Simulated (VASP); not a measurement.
The system is MgO.

```xyz
20
Lattice="2.9799 0.0000 0.0000 -1.4900 2.5807 0.0000 0.0000 0.0000 24.3311" Properties=species:S:1:pos:R:3 pbc="T T T"
Mg    0.0000    0.0000    0.0000
Mg    0.0000    1.7205    2.4331
Mg    0.0000    0.0000    4.8662
Mg    0.0000    1.7205    7.2993
Mg    1.4900    0.8602    9.7324
Mg    0.0000    1.7205   12.1655
Mg    0.0000    0.0000   14.5986
Mg    0.0000    1.7205   17.0317
Mg    0.0000    0.0000   19.4649
Mg    1.4900    0.8602   21.8980
O     1.4900    0.8602    1.2166
O     1.4900    0.8602    3.6497
O     1.4900    0.8602    6.0828
O     0.0000    0.0000    8.5159
O     0.0000    0.0000   10.9490
O     1.4900    0.8602   13.3821
O     1.4900    0.8602   15.8152
O     1.4900    0.8602   18.2483
O     0.0000    1.7205   20.6814
O     0.0000    1.7205   23.1145
```

- Program: VASP 6.6.1
- Task: relaxation of cell and atoms
- Functional: PBEsol
- Potentials or basis: VASP PAW PBE potentials, release 64 (Mg, O)
- Cutoff: 600 eV
- k mesh: 12 × 12 × 2
- Occupations: gaussian, width 0.02 eV
- Spin: no spin polarisation

At the start: pressure 3.5 GPa; volume 9.36 Å³/atom.

Task: How do energy, volume and symmetry change on relaxing?

Result: Over 10 steps the energy falls by 33.3 meV/atom and the volume is 9.50 Å³/atom (+1.5 %); space group P6_3/mmc (No. 194, to 0.1 Å) before and after.

Step by step:
| step | energy change (eV) | largest force (eV/Å) | pressure (GPa) | volume (Å³) |
| --- | --- | --- | --- | --- |
| 1 | 0.0000 | 1.1551 | 3.53 | 187.11 |
| 2 | -0.5883 | 0.3804 | -2.07 | 192.50 |
| 3 | -0.6419 | 0.3333 | -1.02 | 191.29 |
| 4 | -0.6593 | 0.1073 | 0.12 | 189.82 |
| 5 | -0.6593 | 0.1094 | 0.16 | 189.77 |
| 6 | -0.6634 | 0.0713 | 0.14 | 189.80 |
| 7 | -0.6659 | 0.0475 | 0.12 | 189.83 |
| 8 | -0.6660 | 0.0439 | 0.12 | 189.84 |
| 9 | -0.6662 | 0.0370 | -0.09 | 190.09 |
| 10 | -0.6663 | 0.0044 | 0.00 | 189.99 |

Final structure:
```yaml
crystal:
  lattice:
    - [2.94698, 0.00000, 0.00000]
    - [-1.47349, 2.55216, 0.00000]
    - [0.00000, 0.00000, 25.26012]
  atoms:
    - { symbol: Mg, position: [0.00000, 0.00000, 0.99937] }
    - { symbol: Mg, position: [0.33333, 0.66667, 0.09882] }
    - { symbol: Mg, position: [0.00000, 0.00000, 0.20118] }
    - { symbol: Mg, position: [0.33333, 0.66667, 0.30063] }
    - { symbol: Mg, position: [0.66667, 0.33333, 0.40000] }
    - { symbol: Mg, position: [0.33333, 0.66667, 0.49937] }
    - { symbol: Mg, position: [0.00000, 0.00000, 0.59882] }
    - { symbol: Mg, position: [0.33333, 0.66667, 0.70118] }
    - { symbol: Mg, position: [0.00000, 0.00000, 0.80063] }
    - { symbol: Mg, position: [0.66667, 0.33333, 0.90000] }
    - { symbol: O, position: [0.66667, 0.33333, 0.04750] }
    - { symbol: O, position: [0.66667, 0.33333, 0.15000] }
    - { symbol: O, position: [0.66667, 0.33333, 0.25250] }
    - { symbol: O, position: [0.00000, 0.00000, 0.34875] }
    - { symbol: O, position: [0.00000, 0.00000, 0.45125] }
    - { symbol: O, position: [0.66667, 0.33333, 0.54750] }
    - { symbol: O, position: [0.66667, 0.33333, 0.65000] }
    - { symbol: O, position: [0.66667, 0.33333, 0.75250] }
    - { symbol: O, position: [0.33333, 0.66667, 0.84875] }
    - { symbol: O, position: [0.33333, 0.66667, 0.95125] }
```

Caveat: the PAW data sets were made with another functional, which shifts forces and pressure a little.
